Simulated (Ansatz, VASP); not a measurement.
## Two plane-wave programs on B2P

```
B P
1.0
     3.98097    0.00000    0.00000
     0.00000    4.93739    0.00000
     0.00000    0.00000    3.09292
B P
4 2
Direct
  0.16963 0.39803 0.00000
  0.83037 0.60197 0.00000
  0.66963 0.10197 0.50000
  0.33037 0.89803 0.50000
  0.00000 0.00000 0.00000
  0.50000 0.50000 0.50000
```

Alike in both runs: functional PBE; k mesh 10 × 8 × 12; occupations gaussian, width 0.1 eV; no spin polarisation.

Ansatz relaxed the structure, and its values are those at the end. VASP's run is a single point on that final structure, the one shown.

|  | VASP | Ansatz |
| --- | --- | --- |
| version | VASP 6.6.1 | Ansatz 0.2.0 |
| potentials or method | VASP PAW PBE potentials, release 64 (B, P), cutoff 520 eV | scalar-relativistic, plane waves, PAW |
| valence electrons in the cell | 22 | 22 |

|  | VASP | Ansatz | Ansatz less VASP |
| --- | --- | --- | --- |
| gap on the k mesh at the Fermi level (eV) | none | none | - |
| pressure (GPa) | -0.2 | 0.0 | +0.16 |
| rms of the force components (eV/Å) | 0.007 | 0.000 | -0.0066 |

A gap of «none» marks a metal or a gap that the smearing closes.
